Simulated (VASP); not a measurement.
# TiO2 (P4_2/mnm) in VASP: a series of runs

Runs on TiO2. Level: LDA. Tasks: single point.

All numbers are computed with VASP 6.6.1; they aren't measurements. Logs are shortened: lines on timing, memory, paths and dates and some standing lists are left out, and cuts for length are marked.

## Step 1: The cell of the first run

The structure is tetragonal, space group P4_2/mnm (No. 136). Conventional cell: a = 4.594 Å, b = 4.594 Å, c = 3.048 Å, α = 90.00°, β = 90.00°, γ = 90.00°. Ti (site symmetry mmm) has 6 O at 1.98 to 1.99 Å within 2.6 Å. O (site symmetry m2m) has 3 Ti at 1.98 to 1.99 Å and 1 O at 2.52 Å within 2.6 Å.

## Step 2: Single point, LDA (zz strain of +3 %)

File INCAR:

```
SYSTEM = TiO2
PREC = Accurate ; ENCUT = 520
EDIFF = 1E-6 ; ISMEAR = -1
SIGMA = 0.05 ; LREAL = .False.
LASPH = .True. ; NELM = 60
ALGO = Normal ; ISIF = 2
LWAVE = .False. ; LCHARG = .False.
GGA = CA ; NBANDS = 33
```

File KPOINTS:

```
regular mesh
0
Gamma
  7 7 10
  0 0 0
```

File POSCAR:

```
TiO2
1.0
    4.5940000000      0.0000000000      0.0000000000
    0.0000000000      4.5940000000      0.0000000000
    0.0000000000      0.0000000000      3.0477700000
Ti O
2 4
Direct
    0.0000000000      0.0000000000      0.0000000000
    0.5000000000      0.5000000000      0.5000000000
    0.3060000000      0.3060000000      0.0000000000
    0.1940000000      0.8060000000      0.5000000000
    0.6940000000      0.6940000000      0.0000000000
    0.8060000000      0.1940000000      0.5000000000
```

Potentials or basis: VASP PAW LDA potentials, release 64 (Ti_sv, O).

Command:

```
$ cat potpaw_LDA.64/Ti_sv/POTCAR potpaw_LDA.64/O/POTCAR > POTCAR
$ mpirun -np 1 vasp_std > vasp.out
```

OUTCAR:

```text
SYSTEM = TiO2
   PREC = Accurate
   ENCUT = 520
   EDIFF = 1E-6
   ISMEAR = -1
   LREAL = .False.
   LASPH = .True.
   NELM = 60
   ISIF = 2
   GGA = CA

 ion  position               nearest neighbor table
   1  0.000  0.000  0.000-   4 1.98   6 1.98   4 1.98   6 1.98   5 1.99   3 1.99
   2  0.500  0.500  0.500-   3 1.98   5 1.98   3 1.98   5 1.98   4 1.99   6 1.99
   3  0.306  0.306  0.000-   2 1.98   2 1.98   1 1.99
   4  0.194  0.806  0.500-   1 1.98   1 1.98   2 1.99
   5  0.694  0.694  0.000-   2 1.98   2 1.98   1 1.99
   6  0.806  0.194  0.500-   1 1.98   1 1.98   2 1.99

  LATTYP: Found a simple tetragonal cell.
 ALAT       =     4.5940000000
 C/A-ratio  =     0.6634240313

  Lattice vectors:

 A1 = (   4.5940000000,   0.0000000000,   0.0000000000)
 A2 = (   0.0000000000,   4.5940000000,   0.0000000000)
 A3 = (   0.0000000000,   0.0000000000,   3.0477700000)

Analysis of symmetry for initial positions (statically):
=====================================================================
 Subroutine PRICEL returns:
 Original cell was already a primitive cell.

 Routine SETGRP: Setting up the symmetry group for a
 simple tetragonal supercell.

 Subroutine GETGRP returns: Found 16 space group operations
 (whereof  8 operations were pure point group operations)
 out of a pool of 16 trial point group operations.

The static configuration has the point symmetry D_2h.
 The point group associated with its full space group is D_4h.

Analysis of symmetry for dynamics (positions and initial velocities):
=====================================================================
 Subroutine PRICEL returns:
 Original cell was already a primitive cell.

 Routine SETGRP: Setting up the symmetry group for a
 simple tetragonal supercell.

 Subroutine GETGRP returns: Found 16 space group operations
 (whereof  8 operations were pure point group operations)
 out of a pool of 16 trial point group operations.

The dynamic configuration has the point symmetry D_2h.
 The point group associated with its full space group is D_4h.

 Subroutine INISYM returns: Found 16 space group operations
 (whereof  8 operations are pure point group operations),
 and found     1 'primitive' translations

----------------------------------------------------------------------------------------

                                     Primitive cell

  volume of cell :      64.3227

  direct lattice vectors                    reciprocal lattice vectors
     4.594000000  0.000000000  0.000000000     0.217675229  0.000000000  0.000000000
     0.000000000  4.594000000  0.000000000     0.000000000  0.217675229  0.000000000
     0.000000000  0.000000000  3.047770000     0.000000000  0.000000000  0.328108748

  length of vectors
     4.594000000  4.594000000  3.047770000     0.217675229  0.217675229  0.328108748

  position of ions in fractional coordinates (direct lattice)
     0.000000000  0.000000000  0.000000000
     0.500000000  0.500000000  0.500000000
     0.306000000  0.306000000  0.000000000
     0.194000000  0.806000000  0.500000000
     0.694000000  0.694000000  0.000000000
     0.806000000  0.194000000  0.500000000

  ion indices of the primitive-cell ions
   primitive index   ion index
                 1           1
                 2           2
                 3           3
                 4           4
                 5           5
                 6           6

----------------------------------------------------------------------------------------

 KPOINTS: regular mesh

Automatic generation of k-mesh.
 Grid dimensions read from file:
 generate k-points for:    7    7   10

 Generating k-lattice:

  Cartesian coordinates                     Fractional coordinates (reciprocal lattice)
     0.031096461  0.000000000  0.000000000     0.142857143  0.000000000  0.000000000
     0.000000000  0.031096461  0.000000000     0.000000000  0.142857143  0.000000000
     0.000000000  0.000000000  0.032810875     0.000000000  0.000000000  0.100000000

  Length of vectors
     0.031096461  0.031096461  0.032810875

  Shift w.r.t. Gamma in fractional coordinates (k-lattice)
     0.000000000  0.000000000  0.000000000

 Subroutine IBZKPT returns following result:
 ===========================================

 Found     60 irreducible k-points:

 Following reciprocal coordinates:
            Coordinates               Weight
  0.000000  0.000000  0.000000      1.000000
  0.142857  0.000000  0.000000      4.000000
  0.285714  0.000000  0.000000      4.000000
  0.428571  0.000000  0.000000      4.000000
  0.142857  0.142857  0.000000      4.000000
  0.285714  0.142857  0.000000      8.000000
[... 16 lines left out ...]
  0.285714  0.000000  0.200000      8.000000
  0.428571  0.000000  0.200000      8.000000
 [... further k-points ...]
   k-points           NKPTS =     60   k-points in BZ     NKDIM =     60   number of bands    NBANDS=     33
   number of dos      NEDOS =    301   number of ions     NIONS =      6
   total plane-waves  NPLWV =  31104
   dimension x,y,z NGX =    36 NGY =   36 NGZ =   24
   dimension x,y,z NGXF=    72 NGYF=   72 NGZF=   48
   ions per type =               2   4
   NGX,Y,Z   is equivalent  to a cutoff of  13.03, 13.03, 13.09 a.u.
   NGXF,Y,Z  is equivalent  to a cutoff of  26.06, 26.06, 26.18 a.u.
 SYSTEM =  TiO2
   PREC   = accura    normal or accurate (medium, high low for compatibility)
   ISTART =      0    job   : 0-new  1-cont  2-samecut
   ICHARG =      2    charge: 1-file 2-atom 10-const
   ISPIN  =      1    spin polarized calculation?
   LNONCOLLINEAR =      F non collinear calculations
   LSORBIT =      F    spin-orbit coupling
   LASPH  =      T    aspherical Exc in radial PAW
   ENCUT  =  520.0 eV  38.22 Ry    6.18 a.u.   8.54  8.54  5.67*2*pi/ulx,y,z
   NELM   =     60;   NELMIN=  2; NELMDL= -5     # of ELM steps
   EDIFF  = 0.1E-05   stopping-criterion for ELM
   LREAL  =      F    real-space projection
   EDIFFG = 0.1E-04   stopping-criterion for IOM
   NSW    =      0    number of steps for IOM
   IBRION =     -1    ionic relax: 0-MD 1-quasi-New 2-CG
   NFREE  =      0    steps in history (QN), initial steepest desc. (CG)
   ISIF   =      2    stress and relaxation
   ISYM   =      2    0-nonsym 1-usesym 2-fastsym
   POTIM  = 0.5000    time-step for ionic-motion
   TEBEG  =    0.0;   TEEND  =   0.0 temperature during run
   PSTRESS=    0.0 pullay stress
   NELECT =      48.0000    total number of electrons
   NUPDOWN=      -1.0000    fix difference up-down
   EMIN   =  10.00;   EMAX   =-10.00  energy-range for DOS
   EFERMI =   0.00;   METHOD = LEGACY
   ISMEAR =    -1;   SIGMA  =   0.05  broadening in eV -4-tet -1-fermi 0-gaus
   EFERMI_NEDOS =   21; number of points for ismear=-14 and -15
   IALGO  =     38    algorithm
   IMIX   =      4    mixing-type and parameters
     AMIX     =   0.40;   BMIX     =  1.00
     AMIX_MAG =   1.60;   BMIX_MAG =  1.00
  volume/ion in A,a.u.               =      10.72        72.35
  Fermi-wavevector in a.u.,A,eV,Ry     =   1.484911  2.806076 30.000324  2.204962
  Thomas-Fermi vector in A             =   2.598389
   LORBIT       =      0    0 simple, 1 ext, 2 COOP (PROOUT), +10 PAW based schemes
   GGA     = CA    functional components
   LHFCALC =     F    Hartree Fock is set to
   AEXX    =    0.0000 exact exchange contribution
   IVDW    =     0    specifies the selected vdW correction
   LEPSILON=     F    determine dielectric tensor
   LRPA    =     F    only Hartree local field effects (RPA)
 non-spin polarized calculation
  energy-cutoff  :      520.00
  volume of cell :       64.32
 maximum number of plane-waves:      1747
 NGX is ok and might be reduce to    36
   NGX = 17   NGY = 17   NGZ = 11

 number of electron      48.0000044 magnetization

 Free energy of the ion-electron system (eV)
  ---------------------------------------------------
  ext. energy  EPLUGINS =         0.00000000
  ---------------------------------------------------
  free energy    TOTEN  =       -58.55856725 eV

  energy without entropy =      -58.55856725  energy(sigma->0) =      -58.55856725

 E-fermi :   5.1304     XC(G=0): -11.8433

 val. band max:        4.3197052799   @ k =   0.0000   0.0000   0.0000
 cond. band min:       6.0143310090   @ k =   0.0000   0.0000   0.0000
 fundamental gap:      1.6946257291
 Fermi energy:         5.1304071171

 k-point     1 :       0.0000    0.0000    0.0000
  band No.  band energies     occupation
      1     -52.0412      2.00000
      2     -52.0245      2.00000
      3     -28.7206      2.00000
      4     -28.7206      2.00000
      5     -28.5677      2.00000
      6     -28.5677      2.00000
[... 25 lines left out ...]
     32      10.6085      0.00000
     33      10.6085      0.00000

 k-point     2 :       0.1429    0.0000    0.0000
  band No.  band energies     occupation
      1     -52.0403      2.00000
      2     -52.0253      2.00000
      3     -28.7148      2.00000
      4     -28.7141      2.00000
      5     -28.5749      2.00000
      6     -28.5743      2.00000
[... 25 lines left out ...]
     32      10.5371      0.00000
     33      10.5538      0.00000

 k-point     3 :       0.2857    0.0000    0.0000
  band No.  band energies     occupation
      1     -52.0380      2.00000
      2     -52.0276      2.00000
      3     -28.6986      2.00000
      4     -28.6967      2.00000
      5     -28.5941      2.00000
      6     -28.5921      2.00000
[... 25 lines left out ...]
     32      10.3763      0.00000
     33      10.4173      0.00000

 k-point     4 :       0.4286    0.0000    0.0000
  band No.  band energies     occupation
      1     -52.0347      2.00000
      2     -52.0310      2.00000
      3     -28.6786      2.00000
      4     -28.6769      2.00000
      5     -28.6152      2.00000
      6     -28.6134      2.00000
[... 673 lines left out ...]
     32       9.9318      0.00000
     33      10.0770      0.00000

 k-point    23 :       0.2857    0.0000    0.2000
  band No.  band energies     occupation
      1     -52.0266      2.00000
      2     -52.0182      2.00000
      3     -28.7004      2.00000
      4     -28.6767      2.00000
      5     -28.6637      2.00000
      6     -28.6514      2.00000
[... 25 lines left out ...]
     32       9.6125      0.00000
     33      10.0322      0.00000

 k-point    24 :       0.4286    0.0000    0.2000
  band No.  band energies     occupation
      1     -52.0239      2.00000
      2     -52.0209      2.00000
      3     -28.6964      2.00000
      4     -28.6867      2.00000
      5     -28.6486      2.00000
      6     -28.6405      2.00000
[... 25 lines left out ...]
     32       9.4095      0.00000
     33      10.2896      0.00000

 [... further k-points ...]

------------------------ aborting loop because EDIFF is reached ----------------------------------------

  FORCE on cell =-STRESS in cart. coord.  units (eV):
  Direction    XX          YY          ZZ          XY          YZ          ZX
  --------------------------------------------------------------------------------------
  -------------------------------------------------------------------------------------
  Total       -4.1953059     -4.1953059     -8.8276138      0.0000000      0.0000000      0.0000000
  in kB     -104.4984964   -104.4984964   -219.8820282      0.0000000      0.0000000      0.0000000
  external PRESSURE =    -142.9596737 kB  Pullay stress =       0.0000000 kB

 VOLUME and BASIS-vectors are now :
 -----------------------------------------------------------------------------
  energy-cutoff  :      520.00
  volume of cell :       64.32
      direct lattice vectors                 reciprocal lattice vectors
     4.594000000  0.000000000  0.000000000     0.217675229  0.000000000  0.000000000
     0.000000000  4.594000000  0.000000000     0.000000000  0.217675229  0.000000000
     0.000000000  0.000000000  3.047770000     0.000000000  0.000000000  0.328108748

 POSITION                                       TOTAL-FORCE (eV/Angst)
 -----------------------------------------------------------------------------------
      0.00000      0.00000      0.00000         0.000000     -0.000000      0.000000
      2.29700      2.29700      1.52388         0.000000     -0.000000      0.000000
      1.40576      1.40576      0.00000        -0.005287     -0.005287      0.000000
      0.89124      3.70276      1.52388         0.005287     -0.005287      0.000000
      3.18824      3.18824      0.00000         0.005287      0.005287      0.000000
      3.70276      0.89124      1.52388        -0.005287      0.005287      0.000000
 -----------------------------------------------------------------------------------
    total drift:                               -0.000000      0.000000      0.000000

  FREE ENERGIE OF THE ION-ELECTRON SYSTEM (eV)
  ---------------------------------------------------
  free  energy   TOTEN  =       -58.5585672501 eV

  energy  without entropy=      -58.5585672479  energy(sigma->0) =      -58.55856725
```

Run time: 73 s. Hardware: 1 thread of AMD EPYC 9R45 (Zen 5), shared host; peak memory 0.19 GiB.

What came out:

| Quantity | Value |
| --- | --- |
| Free energy | -58.5586 eV |
| Pressure | -14.3 GPa |
| Largest force | 0.007 eV/Å |
| Band gap on the k mesh | 1.69 eV |

Forces on the atoms (eV/Å):
```
Ti   0.000  0.000  0.000
Ti   0.000  0.000  0.000
O   -0.005 -0.005  0.000
O    0.005 -0.005  0.000
O    0.005  0.005  0.000
O   -0.005  0.005  0.000
```

Levels at points of the mesh, in eV from the valence-band top:
| k point | band 21 | band 22 | band 23 | band 24 | band 25 | band 26 | band 27 | band 28 |
| --- | --- | --- | --- | --- | --- | --- | --- | --- |
| (0.00, 0.00, 0.00) | -0.81 | -0.44 | -0.44 | 0.00 | 1.69 | 2.03 | 2.12 | 2.20 |
| (0.00, 0.00, 0.50) | -2.44 | -2.44 | -1.42 | -1.42 | 2.68 | 2.68 | 2.77 | 2.77 |

Caveat: the cell differs from its parent crystal (zz strain of +3 %); the cell stands under tension; an odd mesh through Γ misses points on the zone boundary, where band edges can lie.

(Continued in part 2 of 2.)
